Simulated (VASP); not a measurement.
# RbBr (I4/mmm) in VASP: single point with PBE

Aim: the single point of RbBr with PBE.

Program: VASP 6.6.1. These are calculated values, not measurements. Logs are shortened: lines on timing, memory, paths and dates and some standing lists are left out, and cuts for length are marked.

### 1 The cell of the first run

Symmetry: I4/mmm, No. 139, tetragonal system. Conventional cell: a = 4.872 Å, b = 4.872 Å, c = 6.786 Å, α = 90.00°, β = 90.00°, γ = 90.00°. Rb (site symmetry 4/mmm) has 6 Br at 3.39 to 3.44 Å within 4.5 Å. Within 4.5 Å of Br (site symmetry 4/mmm) lie 6 Rb at 3.39 to 3.44 Å.

### 2 Single point, PBE (z stretched by -1 % at fixed volume)

Input file INCAR:

```
PREC     = Accurate       # precision mode
ENCUT    = 520            # plane-wave cutoff, eV
EDIFF    = 1E-6           # SCF threshold, eV
ISMEAR   = -1             # smearing method
SIGMA    = 0.02           # smearing width, eV
LREAL    = F              # projectors in reciprocal space
LASPH    = T              # aspherical terms in the spheres
NELM     = 60             # most SCF steps
ALGO     = Normal         # electronic algorithm
ISIF     = 2              # what is computed and relaxed
LWAVE    = F              # write WAVECAR
LCHARG   = F              # write CHGCAR
GGA      = PE             # functional
NBANDS   = 15             # bands
```

Input file KPOINTS:

```
Automatic mesh
0
Gamma
  6 6 6
```

Input file POSCAR:

```
RbBr
1.0
    0.0000000000      3.4447671119      3.3932250000
    3.4447671119      0.0000000000      3.3932250000
    3.4447671119      3.4447671119      0.0000000000
Rb Br
1 1
Direct
    0.0000000000      0.0000000000      0.0000000000
    0.5000000000      0.5000000000      0.5000000000
```

Potentials or basis: VASP PAW PBE potentials, release 64 (Rb_sv, Br).

Started as:

```console
$ cat potpaw_PBE.64/Rb_sv/POTCAR potpaw_PBE.64/Br/POTCAR > POTCAR
$ mpirun -np 1 vasp_std > vasp.out
```

OUTCAR:

```text
PREC = Accurate
   ENCUT = 520
   EDIFF = 1E-6
   ISMEAR = -1
   LREAL = F
   LASPH = T
   NELM = 60
   ISIF = 2
   GGA = PE

 ion  position               nearest neighbor table
   1  0.000  0.000  0.000-   2 3.39   2 3.39   2 3.44   2 3.44   2 3.44   2 3.44
   2  0.500  0.500  0.500-   1 3.39   1 3.39   1 3.44   1 3.44   1 3.44   1 3.44

  LATTYP: Found a body centered tetragonal cell.
 ALAT       =     4.8716363689
 C/A-ratio  =     1.3930534806

  Lattice vectors:

 A1 = (   0.0000000000,  -3.4447671119,  -3.3932250000)
 A2 = (   0.0000000000,   3.4447671119,  -3.3932250000)
 A3 = (   3.4447671119,   0.0000000000,   3.3932250000)

Analysis of symmetry for initial positions (statically):
=====================================================================
 Subroutine PRICEL returns:
 Original cell was already a primitive cell.

 Routine SETGRP: Setting up the symmetry group for a
 body centered tetragonal supercell.

 Subroutine GETGRP returns: Found 16 space group operations
 (whereof 16 operations were pure point group operations)
 out of a pool of 16 trial point group operations.

The static configuration has the point symmetry D_4h.

Analysis of symmetry for dynamics (positions and initial velocities):
=====================================================================
 Subroutine PRICEL returns:
 Original cell was already a primitive cell.

 Routine SETGRP: Setting up the symmetry group for a
 body centered tetragonal supercell.

 Subroutine GETGRP returns: Found 16 space group operations
 (whereof 16 operations were pure point group operations)
 out of a pool of 16 trial point group operations.

The dynamic configuration has the point symmetry D_4h.

 Subroutine INISYM returns: Found 16 space group operations
 (whereof 16 operations are pure point group operations),
 and found     1 'primitive' translations

----------------------------------------------------------------------------------------

                                     Primitive cell

  volume of cell :      80.5309

  direct lattice vectors                    reciprocal lattice vectors
     0.000000000  3.444767112  3.393225000    -0.145147693  0.145147693  0.147352445
     3.444767112  0.000000000  3.393225000     0.145147693 -0.145147693  0.147352445
     3.444767112  3.444767112  0.000000000     0.145147693  0.145147693 -0.147352445

  length of vectors
     4.835327947  4.835327947  4.871636369     0.252682506  0.252682506  0.252682506

  position of ions in fractional coordinates (direct lattice)
     0.000000000  0.000000000  0.000000000
     0.500000000  0.500000000  0.500000000

  ion indices of the primitive-cell ions
   primitive index   ion index
                 1           1
                 2           2

----------------------------------------------------------------------------------------

 KPOINTS: Automatic mesh

Automatic generation of k-mesh.
 Grid dimensions read from file:
 generate k-points for:    6    6    6

 Generating k-lattice:

  Cartesian coordinates                     Fractional coordinates (reciprocal lattice)
    -0.024191282  0.024191282  0.024558741     0.166666667  0.000000000  0.000000000
     0.024191282 -0.024191282  0.024558741     0.000000000  0.166666667  0.000000000
     0.024191282  0.024191282 -0.024558741     0.000000000  0.000000000  0.166666667

  Length of vectors
     0.042113751  0.042113751  0.042113751

  Shift w.r.t. Gamma in fractional coordinates (k-lattice)
     0.000000000  0.000000000  0.000000000

 Subroutine IBZKPT returns following result:
 ===========================================

 Found     30 irreducible k-points:

 Following reciprocal coordinates:
            Coordinates               Weight
  0.000000  0.000000  0.000000      1.000000
  0.166667 -0.000000  0.000000      8.000000
  0.333333 -0.000000  0.000000      8.000000
  0.500000 -0.000000  0.000000      4.000000
  0.166667  0.166667  0.000000      2.000000
  0.333333  0.166667  0.000000      8.000000
[... 16 lines left out ...]
  0.333333  0.000000  0.333333      4.000000
  0.500000  0.000000  0.333333     16.000000
 [... further k-points ...]
   k-points           NKPTS =     30   k-points in BZ     NKDIM =     30   number of bands    NBANDS=     15
   number of dos      NEDOS =    301   number of ions     NIONS =      2
   total plane-waves  NPLWV =  46656
   dimension x,y,z NGX =    36 NGY =   36 NGZ =   36
   dimension x,y,z NGXF=    72 NGYF=   72 NGZF=   72
   ions per type =               1   1
   NGX,Y,Z   is equivalent  to a cutoff of  12.38, 12.38, 12.29 a.u.
   NGXF,Y,Z  is equivalent  to a cutoff of  24.75, 24.75, 24.57 a.u.
 SYSTEM =  unknown system
   PREC   = accura    normal or accurate (medium, high low for compatibility)
   ISTART =      0    job   : 0-new  1-cont  2-samecut
   ICHARG =      2    charge: 1-file 2-atom 10-const
   ISPIN  =      1    spin polarized calculation?
   LNONCOLLINEAR =      F non collinear calculations
   LSORBIT =      F    spin-orbit coupling
   LASPH  =      T    aspherical Exc in radial PAW
   ENCUT  =  520.0 eV  38.22 Ry    6.18 a.u.   8.99  8.99  9.06*2*pi/ulx,y,z
   NELM   =     60;   NELMIN=  2; NELMDL= -5     # of ELM steps
   EDIFF  = 0.1E-05   stopping-criterion for ELM
   LREAL  =      F    real-space projection
   EDIFFG = 0.1E-04   stopping-criterion for IOM
   NSW    =      0    number of steps for IOM
   IBRION =     -1    ionic relax: 0-MD 1-quasi-New 2-CG
   NFREE  =      0    steps in history (QN), initial steepest desc. (CG)
   ISIF   =      2    stress and relaxation
   ISYM   =      2    0-nonsym 1-usesym 2-fastsym
   POTIM  = 0.5000    time-step for ionic-motion
   TEBEG  =    0.0;   TEEND  =   0.0 temperature during run
   PSTRESS=    0.0 pullay stress
   NELECT =      16.0000    total number of electrons
   NUPDOWN=      -1.0000    fix difference up-down
   EMIN   =  10.00;   EMAX   =-10.00  energy-range for DOS
   EFERMI =   0.00;   METHOD = LEGACY
   ISMEAR =    -1;   SIGMA  =   0.02  broadening in eV -4-tet -1-fermi 0-gaus
   EFERMI_NEDOS =   21; number of points for ismear=-14 and -15
   IALGO  =     38    algorithm
   IMIX   =      4    mixing-type and parameters
     AMIX     =   0.40;   BMIX     =  1.00
     AMIX_MAG =   1.60;   BMIX_MAG =  1.00
  volume/ion in A,a.u.               =      40.27       271.72
  Fermi-wavevector in a.u.,A,eV,Ry     =   0.955273  1.805204 12.415941  0.912546
  Thomas-Fermi vector in A             =   2.084095
   LORBIT       =      0    0 simple, 1 ext, 2 COOP (PROOUT), +10 PAW based schemes
   GGA     = PE    functional components
   LHFCALC =     F    Hartree Fock is set to
   AEXX    =    0.0000 exact exchange contribution
   IVDW    =     0    specifies the selected vdW correction
   LEPSILON=     F    determine dielectric tensor
   LRPA    =     F    only Hartree local field effects (RPA)
 non-spin polarized calculation
  energy-cutoff  :      520.00
  volume of cell :       80.53
 maximum number of plane-waves:      2182
   NGX = 17   NGY = 17   NGZ = 19

 number of electron      15.9999999 magnetization

 Free energy of the ion-electron system (eV)
  ---------------------------------------------------
  ext. energy  EPLUGINS =         0.00000000
  ---------------------------------------------------
  free energy    TOTEN  =        -6.09625320 eV

  energy without entropy =       -6.09625320  energy(sigma->0) =       -6.09625320

 E-fermi :  -1.3535     XC(G=0):  -7.2316

 val. band max:       -1.7414724232   @ k =   0.0000   0.0000   0.0000
 cond. band min:       2.6066747963   @ k =   0.0000   0.0000   0.0000
 fundamental gap:      4.3481472195
 Fermi energy:        -1.3534917587

 k-point     1 :       0.0000    0.0000    0.0000
  band No.  band energies     occupation
      1     -26.1686      2.00000
      2     -13.9345      2.00000
      3     -10.2475      2.00000
      4     -10.2448      2.00000
      5     -10.2448      2.00000
      6      -1.7595      2.00000
      7      -1.7595      2.00000
      8      -1.7415      2.00000
      9       2.6067      0.00000
     10       5.4960      0.00000
     11       5.4960      0.00000
     12       5.5862      0.00000
     13       6.3743      0.00000
     14       6.4545      0.00000
     15       9.2390      0.00000

 k-point     2 :       0.1667   -0.0000    0.0000
  band No.  band energies     occupation
      1     -26.1662      2.00000
      2     -13.9454      2.00000
      3     -10.2476      2.00000
      4     -10.2475      2.00000
      5     -10.2334      2.00000
      6      -2.0576      2.00000
      7      -1.8526      2.00000
      8      -1.8445      2.00000
      9       3.2461      0.00000
     10       5.3926      0.00000
     11       5.8281      0.00000
     12       5.8822      0.00000
     13       6.7763      0.00000
     14       6.8673      0.00000
     15      10.2323      0.00000

 k-point     3 :       0.3333   -0.0000    0.0000
  band No.  band energies     occupation
      1     -26.1615      2.00000
      2     -13.9669      2.00000
      3     -10.2530      2.00000
      4     -10.2501      2.00000
      5     -10.2086      2.00000
      6      -2.5399      2.00000
      7      -2.0266      2.00000
      8      -2.0258      2.00000
      9       4.4931      0.00000
     10       5.5501      0.00000
     11       6.7508      0.00000
     12       6.7868      0.00000
     13       7.7818      0.00000
     14       7.8986      0.00000
     15       9.8217      0.00000
[... 343 lines left out ...]
 k-point    23 :       0.3333    0.0000    0.3333
  band No.  band energies     occupation
      1     -26.1596      2.00000
      2     -13.9150      2.00000
      3     -10.3163      2.00000
      4     -10.3028      2.00000
      5     -10.2945      2.00000
      6      -2.3700      2.00000
      7      -1.8876      2.00000
      8      -1.8735      2.00000
      9       4.1476      0.00000
     10       4.5901      0.00000
     11       7.1337      0.00000
     12       7.8863      0.00000
     13       7.9278      0.00000
     14       7.9745      0.00000
     15       8.9414      0.00000

 k-point    24 :       0.5000    0.0000    0.3333
  band No.  band energies     occupation
      1     -26.1573      2.00000
      2     -13.9061      2.00000
      3     -10.3801      2.00000
      4     -10.3007      2.00000
      5     -10.2902      2.00000
      6      -2.2912      2.00000
      7      -2.0497      2.00000
      8      -1.9578      2.00000
      9       4.2805      0.00000
     10       5.5290      0.00000
     11       7.1015      0.00000
     12       7.6912      0.00000
     13       7.6999      0.00000
     14       8.6409      0.00000
     15       9.1594      0.00000

 [... further k-points ...]

------------------------ aborting loop because EDIFF is reached ----------------------------------------

  FORCE on cell =-STRESS in cart. coord.  units (eV):
  Direction    XX          YY          ZZ          XY          YZ          ZX
  --------------------------------------------------------------------------------------
  -------------------------------------------------------------------------------------
  Total        0.4295256      0.4295256      0.6928432      0.0000000     -0.0000000      0.0000000
  in kB        8.5454947      8.5454947     13.7842507      0.0000000     -0.0000000      0.0000000
  external PRESSURE =      10.2917467 kB  Pullay stress =       0.0000000 kB

 VOLUME and BASIS-vectors are now :
 -----------------------------------------------------------------------------
  energy-cutoff  :      520.00
  volume of cell :       80.53
      direct lattice vectors                 reciprocal lattice vectors
     0.000000000  3.444767112  3.393225000    -0.145147693  0.145147693  0.147352445
     3.444767112  0.000000000  3.393225000     0.145147693 -0.145147693  0.147352445
     3.444767112  3.444767112  0.000000000     0.145147693  0.145147693 -0.147352445

 POSITION                                       TOTAL-FORCE (eV/Angst)
 -----------------------------------------------------------------------------------
      0.00000      0.00000      0.00000         0.000000     -0.000000     -0.000000
      3.44477      3.44477      3.39323        -0.000000      0.000000      0.000000
 -----------------------------------------------------------------------------------
    total drift:                                0.000000      0.000000      0.000000

  FREE ENERGIE OF THE ION-ELECTRON SYSTEM (eV)
  ---------------------------------------------------
  free  energy   TOTEN  =        -6.0962532011 eV

  energy  without entropy=       -6.0962532011  energy(sigma->0) =       -6.09625320
```

Run time: 22 s. Hardware: 1 thread of Intel Xeon Platinum 8488C (Sapphire Rapids), shared host; peak memory 0.21 GiB.

Results:

```
Free energy            : -6.0963 eV
Pressure               : 1.0 GPa
Band gap on the k mesh : 4.35 eV, direct
```

Levels at points of the mesh, in eV from the valence-band top:
| k point | band 4 | band 5 | band 6 | band 7 | band 8 | band 9 | band 10 | band 11 | band 12 | band 13 |
| --- | --- | --- | --- | --- | --- | --- | --- | --- | --- | --- |
| (0.00, 0.00, 0.00) | -8.50 | -8.50 | -0.02 | -0.02 | 0.00 | 4.35 | 7.24 | 7.24 | 7.33 | 8.12 |
| (0.50, 0.00, 0.00) | -8.51 | -8.45 | -1.00 | -0.37 | -0.37 | 6.80 | 7.70 | 9.47 | 9.48 | 10.10 |
| (0.50, 0.50, 0.00) | -8.58 | -8.58 | -0.46 | -0.18 | -0.18 | 5.59 | 7.13 | 9.21 | 9.23 | 9.44 |
| (0.50, 0.00, 0.50) | -8.58 | -8.57 | -0.50 | -0.17 | -0.16 | 5.60 | 7.11 | 9.17 | 9.18 | 9.42 |
